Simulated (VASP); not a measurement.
# BeTe (m.b) (F-43m) in VASP: single point with PBE

Aim: the single point of BeTe (m.b) with PBE.

Program: VASP 6.6.1. These are calculated values, not measurements. Logs are shortened: lines on timing, memory, paths and dates and some standing lists are left out, and cuts for length are marked.

## (1) The cell of the first run

The structure is cubic, space group F-43m (No. 216). Conventional cell: a = 5.665 Å, b = 5.665 Å, c = 5.665 Å, α = 90.00°, β = 90.00°, γ = 90.00°. Within 3.2 Å of Be (site symmetry -43m) lie 4 Te at 2.45 Å. Within 3.2 Å of Te (site symmetry -43m) lie 4 Be at 2.45 Å.

## (2) Single point, PBE

Input file INCAR:

```
PREC = Accurate
ENCUT = 600
EDIFF = 1E-6
ISMEAR = 0
SIGMA = 0.02
LREAL = False
LASPH = True
NELM = 120
ALGO = Normal
ISIF = 2
LWAVE = False
LCHARG = False
GGA = PE
NBANDS = 11
GGA_COMPAT = False
```

Input file KPOINTS:

```
regular mesh
0
Gamma
  8 8 8
```

Input file POSCAR:

```
BeTe
1.0
    0.0000000000      2.8323125266      2.8323125266
    2.8323125266      0.0000000000      2.8323125266
    2.8323125266      2.8323125266      0.0000000000
Be Te
1 1
Direct
    0.0000000000      0.0000000000      0.0000000000
    0.2500000000      0.2500000000      0.2500000000
```

Potentials or basis: VASP PAW PBE potentials, release 64 (Be, Te).

Launch:

```bash
$ cat potpaw_PBE.64/Be/POTCAR potpaw_PBE.64/Te/POTCAR > POTCAR
$ mpirun -np 1 vasp_std > vasp.out
```

OUTCAR:

```text
PREC = Accurate
   ENCUT = 600
   EDIFF = 1E-6
   ISMEAR = 0
   LREAL = False
   LASPH = True
   NELM = 120
   ISIF = 2
   GGA = PE

 ion  position               nearest neighbor table
   1  0.000  0.000  0.000-   2 2.45   2 2.45   2 2.45   2 2.45
   2  0.250  0.250  0.250-   1 2.45   1 2.45   1 2.45   1 2.45

  LATTYP: Found a face centered cubic cell.
 ALAT       =     5.6646250532

  Lattice vectors:

 A1 = (   0.0000000000,   2.8323125266,   2.8323125266)
 A2 = (   2.8323125266,   0.0000000000,   2.8323125266)
 A3 = (   2.8323125266,   2.8323125266,   0.0000000000)

Analysis of symmetry for initial positions (statically):
=====================================================================
 Subroutine PRICEL returns:
 Original cell was already a primitive cell.

 Routine SETGRP: Setting up the symmetry group for a
 face centered cubic supercell.

 Subroutine GETGRP returns: Found 24 space group operations
 (whereof 24 operations were pure point group operations)
 out of a pool of 48 trial point group operations.

The static configuration has the point symmetry T_d .

Analysis of symmetry for dynamics (positions and initial velocities):
=====================================================================
 Subroutine PRICEL returns:
 Original cell was already a primitive cell.

 Routine SETGRP: Setting up the symmetry group for a
 face centered cubic supercell.

 Subroutine GETGRP returns: Found 24 space group operations
 (whereof 24 operations were pure point group operations)
 out of a pool of 48 trial point group operations.

The dynamic configuration has the point symmetry T_d .

 Subroutine INISYM returns: Found 24 space group operations
 (whereof 24 operations are pure point group operations),
 and found     1 'primitive' translations

----------------------------------------------------------------------------------------

                                     Primitive cell

  volume of cell :      45.4416

  direct lattice vectors                    reciprocal lattice vectors
     0.000000000  2.832312527  2.832312527    -0.176534191  0.176534191  0.176534191
     2.832312527  0.000000000  2.832312527     0.176534191 -0.176534191  0.176534191
     2.832312527  2.832312527  0.000000000     0.176534191  0.176534191 -0.176534191

  length of vectors
     4.005494788  4.005494788  4.005494788     0.305766188  0.305766188  0.305766188

  position of ions in fractional coordinates (direct lattice)
     0.000000000  0.000000000  0.000000000
     0.250000000  0.250000000  0.250000000

  ion indices of the primitive-cell ions
   primitive index   ion index
                 1           1
                 2           2

----------------------------------------------------------------------------------------

 KPOINTS: regular mesh

Automatic generation of k-mesh.
 Grid dimensions read from file:
 generate k-points for:    8    8    8

 Generating k-lattice:

  Cartesian coordinates                     Fractional coordinates (reciprocal lattice)
    -0.022066774  0.022066774  0.022066774     0.125000000  0.000000000  0.000000000
     0.022066774 -0.022066774  0.022066774     0.000000000  0.125000000  0.000000000
     0.022066774  0.022066774 -0.022066774     0.000000000  0.000000000  0.125000000

  Length of vectors
     0.038220773  0.038220773  0.038220773

  Shift w.r.t. Gamma in fractional coordinates (k-lattice)
     0.000000000  0.000000000  0.000000000

 Subroutine IBZKPT returns following result:
 ===========================================

 Found     29 irreducible k-points:

 Following reciprocal coordinates:
            Coordinates               Weight
  0.000000  0.000000  0.000000      1.000000
  0.125000  0.000000  0.000000      8.000000
  0.250000  0.000000  0.000000      8.000000
  0.375000  0.000000  0.000000      8.000000
  0.500000  0.000000  0.000000      4.000000
  0.125000  0.125000  0.000000      6.000000
[... 16 lines left out ...]
  0.500000  0.250000  0.125000     48.000000
 -0.375000  0.250000  0.125000     24.000000
 [... further k-points ...]
   k-points           NKPTS =     29   k-points in BZ     NKDIM =     29   number of bands    NBANDS=     11
   number of dos      NEDOS =    301   number of ions     NIONS =      2
   total plane-waves  NPLWV =  32768
   dimension x,y,z NGX =    32 NGY =   32 NGZ =   32
   dimension x,y,z NGXF=    64 NGYF=   64 NGZF=   64
   ions per type =               1   1
   NGX,Y,Z   is equivalent  to a cutoff of  13.28, 13.28, 13.28 a.u.
   NGXF,Y,Z  is equivalent  to a cutoff of  26.56, 26.56, 26.56 a.u.
 SYSTEM =  unknown system
   PREC   = accura    normal or accurate (medium, high low for compatibility)
   ISTART =      0    job   : 0-new  1-cont  2-samecut
   ICHARG =      2    charge: 1-file 2-atom 10-const
   ISPIN  =      1    spin polarized calculation?
   LNONCOLLINEAR =      F non collinear calculations
   LSORBIT =      F    spin-orbit coupling
   LASPH  =      T    aspherical Exc in radial PAW
   ENCUT  =  600.0 eV  44.10 Ry    6.64 a.u.   8.00  8.00  8.00*2*pi/ulx,y,z
   NELM   =    120;   NELMIN=  2; NELMDL= -5     # of ELM steps
   EDIFF  = 0.1E-05   stopping-criterion for ELM
   LREAL  =      F    real-space projection
   EDIFFG = 0.1E-04   stopping-criterion for IOM
   NSW    =      0    number of steps for IOM
   IBRION =     -1    ionic relax: 0-MD 1-quasi-New 2-CG
   NFREE  =      0    steps in history (QN), initial steepest desc. (CG)
   ISIF   =      2    stress and relaxation
   ISYM   =      2    0-nonsym 1-usesym 2-fastsym
   POTIM  = 0.5000    time-step for ionic-motion
   TEBEG  =    0.0;   TEEND  =   0.0 temperature during run
   PSTRESS=    0.0 pullay stress
   NELECT =       8.0000    total number of electrons
   NUPDOWN=      -1.0000    fix difference up-down
   EMIN   =  10.00;   EMAX   =-10.00  energy-range for DOS
   EFERMI =   0.00;   METHOD = LEGACY
   ISMEAR =     0;   SIGMA  =   0.02  broadening in eV -4-tet -1-fermi 0-gaus
   EFERMI_NEDOS =   21; number of points for ismear=-14 and -15
   IALGO  =     38    algorithm
   IMIX   =      4    mixing-type and parameters
     AMIX     =   0.40;   BMIX     =  1.00
     AMIX_MAG =   1.60;   BMIX_MAG =  1.00
  volume/ion in A,a.u.               =      22.72       153.33
  Fermi-wavevector in a.u.,A,eV,Ry     =   0.917530  1.733880 11.454221  0.841861
  Thomas-Fermi vector in A             =   2.042509
   LORBIT       =      0    0 simple, 1 ext, 2 COOP (PROOUT), +10 PAW based schemes
   GGA     = PE    functional components
   LHFCALC =     F    Hartree Fock is set to
   AEXX    =    0.0000 exact exchange contribution
   IVDW    =     0    specifies the selected vdW correction
   LEPSILON=     F    determine dielectric tensor
   LRPA    =     F    only Hartree local field effects (RPA)
 non-spin polarized calculation
 Gauss-broadening in eV      SIGMA  =   0.02
  energy-cutoff  :      600.00
  volume of cell :       45.44
 maximum number of plane-waves:      1540
   NGX = 15   NGY = 15   NGZ = 15

 number of electron       8.0000000 magnetization

 Free energy of the ion-electron system (eV)
  ---------------------------------------------------
  ext. energy  EPLUGINS =         0.00000000
  ---------------------------------------------------
  free energy    TOTEN  =        -7.62451174 eV

  energy without entropy =       -7.62451174  energy(sigma->0) =       -7.62451174

 E-fermi :   5.0269     XC(G=0):  -8.9873

 val. band max:        4.9038456301   @ k =   0.0000   0.0000   0.0000
 cond. band min:       6.9194461419   @ k =   0.5000   0.5000   0.0000
 fundamental gap:      2.0156005118
 Fermi energy:         5.0268537153

 k-point     1 :       0.0000    0.0000    0.0000
  band No.  band energies     occupation
      1      -7.2802      2.00000
      2       4.9038      2.00000
      3       4.9038      2.00000
      4       4.9038      2.00000
      5       8.5276      0.00000
      6       8.5276      0.00000
      7       8.5276      0.00000
      8       8.5993      0.00000
      9      13.1945      0.00000
     10      15.1123      0.00000
     11      15.1123      0.00000

 k-point     2 :       0.1250    0.0000    0.0000
  band No.  band energies     occupation
      1      -7.1362      2.00000
      2       3.6115      2.00000
      3       4.6760      2.00000
      4       4.6760      2.00000
      5       8.4113      0.00000
      6       8.8626      0.00000
      7       8.8626      0.00000
      8       9.9132      0.00000
      9      13.6203      0.00000
     10      14.2058      0.00000
     11      14.2058      0.00000

 k-point     3 :       0.2500    0.0000    0.0000
  band No.  band energies     occupation
      1      -6.7401      2.00000
      2       1.6437      2.00000
      3       4.2487      2.00000
      4       4.2487      2.00000
      5       8.1787      0.00000
      6       9.3856      0.00000
      7       9.3856      0.00000
      8      11.8449      0.00000
      9      13.9300      0.00000
     10      13.9300      0.00000
     11      13.9360      0.00000

 k-point     4 :       0.3750    0.0000    0.0000
  band No.  band energies     occupation
      1      -6.2386      2.00000
      2       0.0937      2.00000
      3       3.9187      2.00000
      4       3.9187      2.00000
      5       7.9980      0.00000
      6       9.5265      0.00000
      7       9.5265      0.00000
      8      12.7458      0.00000
      9      14.5855      0.00000
     10      14.9488      0.00000
     11      14.9488      0.00000
[... 239 lines left out ...]
 k-point    22 :       0.3750    0.2500    0.1250
  band No.  band energies     occupation
      1      -6.4131      2.00000
      2       1.3889      2.00000
      3       2.7107      2.00000
      4       3.7083      2.00000
      5       8.5048      0.00000
      6       9.6925      0.00000
      7      10.3054      0.00000
      8      11.1449      0.00000
      9      13.8965      0.00000
     10      15.4185      0.00000
     11      15.9540      0.00000

 k-point    23 :       0.5000    0.2500    0.1250
  band No.  band energies     occupation
      1      -5.9688      2.00000
      2       0.3633      2.00000
      3       2.1801      2.00000
      4       3.2652      2.00000
      5       8.9357      0.00000
      6       9.5723      0.00000
      7      10.7917      0.00000
      8      11.7768      0.00000
      9      14.7032      0.00000
     10      15.1603      0.00000
     11      17.0784      0.00000

 k-point    24 :      -0.3750    0.2500    0.1250
  band No.  band energies     occupation
      1      -5.7463      2.00000
      2      -0.1158      2.00000
      3       2.0699      2.00000
      4       3.0487      2.00000
      5       9.0861      0.00000
      6       9.2937      0.00000
      7      11.5163      0.00000
      8      12.5984      0.00000
      9      13.3779      0.00000
     10      16.4200      0.00000
     11      16.7581      0.00000

 [... further k-points ...]
[... 5 lines left out ...]
  --------------------------------------------------------------------------------------
  -------------------------------------------------------------------------------------
  Total        0.0317414      0.0317414      0.0317414     -0.0000000     -0.0000000      0.0000000
  in kB        1.1191353      1.1191353      1.1191353     -0.0000000     -0.0000000      0.0000000
  external PRESSURE =       1.1191353 kB  Pullay stress =       0.0000000 kB

 VOLUME and BASIS-vectors are now :
 -----------------------------------------------------------------------------
  energy-cutoff  :      600.00
  volume of cell :       45.44
      direct lattice vectors                 reciprocal lattice vectors
     0.000000000  2.832312527  2.832312527    -0.176534191  0.176534191  0.176534191
     2.832312527  0.000000000  2.832312527     0.176534191 -0.176534191  0.176534191
     2.832312527  2.832312527  0.000000000     0.176534191  0.176534191 -0.176534191

 POSITION                                       TOTAL-FORCE (eV/Angst)
 -----------------------------------------------------------------------------------
      0.00000      0.00000      0.00000         0.000000      0.000000      0.000000
      1.41616      1.41616      1.41616        -0.000000     -0.000000     -0.000000
 -----------------------------------------------------------------------------------
    total drift:                                0.000000      0.000000      0.000000

  FREE ENERGIE OF THE ION-ELECTRON SYSTEM (eV)
  ---------------------------------------------------
  free  energy   TOTEN  =        -7.6245117389 eV

  energy  without entropy=       -7.6245117389  energy(sigma->0) =       -7.62451174
```

Wall time 8.2 s (1 thread of Intel Xeon Platinum 8559C (Emerald Rapids), shared host); peak memory 0.18 GiB.

Results:

```yaml
Free_energy: -7.6245 eV
Pressure: 0.1 GPa
Band_gap_on_the_k_mesh: 2.02 eV, indirect (least direct gap 3.62 eV)
```

Caveat: spin-orbit coupling is left out, which moves the levels of the heavy elements. As with any semilocal functional, this PBE gap is likely too small.
